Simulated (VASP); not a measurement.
# Sb (Im-3m) in VASP: notebook, part 3 of 3

VASP 6.6.1.

**4. Single point, r2SCAN**

This run uses another cell than the first one, of 25.19 Å³/atom.

Input file POSCAR:

```
Sb
1.0
   -1.8466258110      1.8466258110      1.8466258110
    1.8466258110     -1.8466258110      1.8466258110
    1.8466258110      1.8466258110     -1.8466258110
Sb
1
Direct
    0.0000000000      0.0000000000      0.0000000000
```

Input file INCAR.step1:

```
ALGO = Normal
EDIFF = 1E-4
ENCUT = 520
GGA = PE
ISMEAR = 0
LASPH = True
LCHARG = False
LREAL = False
LWAVE = True
NBANDS = 8
NELM = 80
PREC = Accurate
SIGMA = 0.1
```

Input file INCAR.step2:

```
ALGO = Normal
EDIFF = 1E-7
ENCUT = 520
ISIF = 2
ISMEAR = 0
ISTART = 1
LASPH = True
LCHARG = True
LELF = True
LMIXTAU = True
LREAL = False
LVHAR = True
LWAVE = False
METAGGA = R2SCAN
NBANDS = 8
NELM = 80
PREC = Accurate
SIGMA = 0.1
```

Input file KPOINTS:

```
k-points
0
Gamma
  18 18 18
```

Potentials or basis: VASP PAW PBE potentials, release 64 (Sb).

Launch:

```
$ cat potpaw_PBE.64/Sb/POTCAR > POTCAR
$ cp INCAR.step1 INCAR
$ mpirun -np 1 vasp_std > vasp.out
$ cp INCAR.step2 INCAR
$ mpirun -np 1 vasp_std > vasp.out
```

OUTCAR:

```text
EDIFF = 1E-7
   ENCUT = 520
   ISIF = 2
   ISMEAR = 0
   ISTART = 1
   LASPH = True
   LREAL = False
   METAGGA = R2SCAN
   NELM = 80
   PREC = Accurate

 ion  position               nearest neighbor table
   1  0.000  0.000  0.000-

  LATTYP: Found a body centered cubic cell.
 ALAT       =     3.6932516220

  Lattice vectors:

 A1 = (  -1.8466258110,   1.8466258110,   1.8466258110)
 A2 = (   1.8466258110,  -1.8466258110,   1.8466258110)
 A3 = (   1.8466258110,   1.8466258110,  -1.8466258110)

Analysis of symmetry for initial positions (statically):
=====================================================================
 Subroutine PRICEL returns:
 Original cell was already a primitive cell.

 Routine SETGRP: Setting up the symmetry group for a
 body centered cubic supercell.

 Subroutine GETGRP returns: Found 48 space group operations
 (whereof 48 operations were pure point group operations)
 out of a pool of 48 trial point group operations.

The static configuration has the point symmetry O_h .

Analysis of symmetry for dynamics (positions and initial velocities):
=====================================================================
 Subroutine PRICEL returns:
 Original cell was already a primitive cell.

 Routine SETGRP: Setting up the symmetry group for a
 body centered cubic supercell.

 Subroutine GETGRP returns: Found 48 space group operations
 (whereof 48 operations were pure point group operations)
 out of a pool of 48 trial point group operations.

The dynamic configuration has the point symmetry O_h .

 Subroutine INISYM returns: Found 48 space group operations
 (whereof 48 operations are pure point group operations),
 and found     1 'primitive' translations

----------------------------------------------------------------------------------------

                                     Primitive cell

  volume of cell :      25.1882

[... 102 lines left out ...]
   EFERMI_NEDOS =   21; number of points for ismear=-14 and -15
   IALGO  =     38    algorithm
   IMIX   =      4    mixing-type and parameters
     AMIX     =   0.40;   BMIX     =  1.00
     AMIX_MAG =   1.60;   BMIX_MAG =  1.00
  volume/ion in A,a.u.               =      25.19       169.98
  Fermi-wavevector in a.u.,A,eV,Ry     =   0.954991  1.804671 12.408619  0.912008
  Thomas-Fermi vector in A             =   2.083788
   LORBIT       =      0    0 simple, 1 ext, 2 COOP (PROOUT), +10 PAW based schemes
   METAGGA = R2SCAN    functional components
   LHFCALC =     F    Hartree Fock is set to
   AEXX    =    0.0000 exact exchange contribution
   IVDW    =     0    specifies the selected vdW correction
   LEPSILON=     F    determine dielectric tensor
   LRPA    =     F    only Hartree local field effects (RPA)
 non-spin polarized calculation
 Gauss-broadening in eV      SIGMA  =   0.10
  energy-cutoff  :      520.00
  volume of cell :       25.19
 maximum number of plane-waves:       692
   NGX = 11   NGY = 11   NGZ = 11

 number of electron       5.0000000 magnetization

 Free energy of the ion-electron system (eV)
  ---------------------------------------------------
  ext. energy  EPLUGINS =         0.00000000
  ---------------------------------------------------
  free energy    TOTEN  =       -25.32535026 eV

  energy without entropy =      -25.32291258  energy(sigma->0) =      -25.32413142

 E-fermi :   9.2734     XC(G=0): -11.0994

 val. band max:        9.2672482774   @ k =  -0.2222   0.2778   0.1667
 cond. band min:       9.2763111764   @ k =   0.3333   0.2222   0.1111
 fundamental gap:      0.0090628990
 Fermi energy:         9.2733713905

 k-point     1 :       0.0000    0.0000    0.0000
  band No.  band energies     occupation
      1      -4.7362      2.00000
      2      15.6444      0.00000
      3      15.6444      0.00000
      4      15.6444      0.00000
      5      20.5158      0.00000
      6      20.5158      0.00000
      7      20.5158      0.00000
      8      21.9913      0.00000
[... 243 lines left out ...]
 k-point    24 :       0.3889    0.1111    0.0000
  band No.  band energies     occupation
      1      -0.2580      2.00000
      2       3.7623      2.00000
      3       9.8857      0.00000
      4      12.6944      0.00000
      5      17.1477      0.00000
      6      18.9326      0.00000
      7      22.6479      0.00000
      8      24.7383      0.00000

 [... further k-points ...]
[... 5 lines left out ...]
  --------------------------------------------------------------------------------------
  -------------------------------------------------------------------------------------
  Total        0.7763281      0.7763281      0.7763281      0.0000000      0.0000000      0.0000000
  in kB       49.3809215     49.3809215     49.3809215      0.0000000      0.0000000      0.0000000
  external PRESSURE =      49.3809215 kB  Pullay stress =       0.0000000 kB

 VOLUME and BASIS-vectors are now :
 -----------------------------------------------------------------------------
  energy-cutoff  :      520.00
  volume of cell :       25.19
      direct lattice vectors                 reciprocal lattice vectors
    -1.846625811  1.846625811  1.846625811     0.000000000  0.270764113  0.270764113
     1.846625811 -1.846625811  1.846625811     0.270764113  0.000000000  0.270764113
     1.846625811  1.846625811 -1.846625811     0.270764113  0.270764113  0.000000000

 POSITION                                       TOTAL-FORCE (eV/Angst)
 -----------------------------------------------------------------------------------
      0.00000      0.00000      0.00000        -0.000000     -0.000000     -0.000000
 -----------------------------------------------------------------------------------
    total drift:                                0.000000     -0.000000      0.000000

  FREE ENERGIE OF THE ION-ELECTRON SYSTEM (eV)
  ---------------------------------------------------
  free  energy   TOTEN  =       -25.3253502552 eV

  energy  without entropy=      -25.3229125849  energy(sigma->0) =      -25.32413142
```

Run time: 50 s. Hardware: 1 thread of Intel Xeon Platinum 8559C (Emerald Rapids), shared host; peak memory 0.16 GiB.

Results:

```yaml
Free_energy: -25.3254 eV
Pressure: 4.9 GPa
Band_gap_on_the_k_mesh: zero (an odd number of electrons rules out a gap without spin polarisation)
```

Caveat: the cell stands under pressure; the PAW data sets were made with another functional, which shifts forces and pressure a little; spin-orbit coupling is left out, which moves the levels of the heavy elements; an odd number of electrons without spin polarisation forces a metal; a magnetic or distorted state may lie lower.

**5. Single point, r2SCAN**

This run uses another cell than the first one, of 26.92 Å³/atom.

Input file POSCAR:

```
Sb
1.0
   -1.8881025508      1.8881025508      1.8881025508
    1.8881025508     -1.8881025508      1.8881025508
    1.8881025508      1.8881025508     -1.8881025508
Sb
1
Direct
    0.0000000000      0.0000000000      0.0000000000
```

Input file INCAR.step1:

```
  PREC = Accurate
  ENCUT = 520
  ISMEAR = 0
  SIGMA = 0.1
  LREAL = False
  LASPH = True
  NELM = 80
  NBANDS = 8
  GGA = PE
  ALGO = Normal
  EDIFF = 1E-4
  LWAVE = True
  LCHARG = False
```

Input file INCAR.step2:

```
  PREC = Accurate
  ENCUT = 520
  EDIFF = 1E-6
  ISMEAR = 0
  SIGMA = 0.1
  LREAL = False
  LASPH = True
  NELM = 80
  ALGO = Normal
  ISIF = 2
  LWAVE = False
  LCHARG = False
  METAGGA = R2SCAN
  LMIXTAU = True
  NBANDS = 8
  ISTART = 1
```

Input file KPOINTS:

```
regular mesh
0
Gamma
  18 18 18
```

Launch:

```
$ cat potpaw_PBE.64/Sb/POTCAR > POTCAR
$ cp INCAR.step1 INCAR
$ mpirun -np 1 vasp_std > vasp.out
$ cp INCAR.step2 INCAR
$ mpirun -np 1 vasp_std > vasp.out
```

Run time: 43 s. Hardware: 1 thread of Intel Xeon Platinum 8559C (Emerald Rapids), shared host; peak memory 0.17 GiB.

The run converged. Its results:

```yaml
Free_energy: -25.3503 eV
Pressure: -0.1 GPa
Band_gap_on_the_k_mesh: zero (an odd number of electrons rules out a gap without spin polarisation)
```

Levels at points of the mesh, in eV from the Fermi level:
| k point | band 1 | band 2 | band 3 | band 4 | band 5 | band 6 |
| --- | --- | --- | --- | --- | --- | --- |
| (0.00, 0.00, 0.00) | -13.45 | 5.79 | 5.79 | 5.79 | 10.97 | 10.97 |
| (0.50, 0.00, 0.00) | -9.14 | -5.87 | 1.70 | 4.05 | 7.02 | 7.27 |
| (0.50, 0.50, 0.50) | -5.60 | -2.19 | -2.19 | -2.19 | 3.38 | 3.38 |

Caveat: the PAW data sets were made with another functional, which shifts forces and pressure a little; spin-orbit coupling is left out, which moves the levels of the heavy elements; an odd number of electrons without spin polarisation forces a metal; a magnetic or distorted state may lie lower.

**6. Summary**

| cell | gap on the mesh (eV) | pressure (GPa) |
| --- | --- | --- |
| a = 3.060 Å, angles 109.5°, 1 atom | none | 20.1 |
| a = 3.143 Å, angles 109.5°, 1 atom | none | 10.0 |
| a = 3.198 Å, angles 109.5°, 1 atom | none | 4.9 |
| a = 3.270 Å, angles 109.5°, 1 atom | none | -0.1 |

Alike in all rows: task single point; level r2SCAN; potentials or basis VASP PAW PBE potentials, release 64 (Sb); no spin polarisation; k mesh 18 × 18 × 18; cutoff (eV) 520; smearing gaussian 0.1 eV.

Caveats: the PAW data sets were made with another functional, which shifts forces and pressure a little; spin-orbit coupling is left out, which moves the levels of the heavy elements; an odd number of electrons without spin polarisation forces a metal; a magnetic or distorted state may lie lower; the cell stands under pressure (at least some runs).

Total energies depend on the potentials used, so only differences within one code and one set of settings carry meaning.

The gap in the log of VASP goes by the Fermi energy; the results here count the filled bands.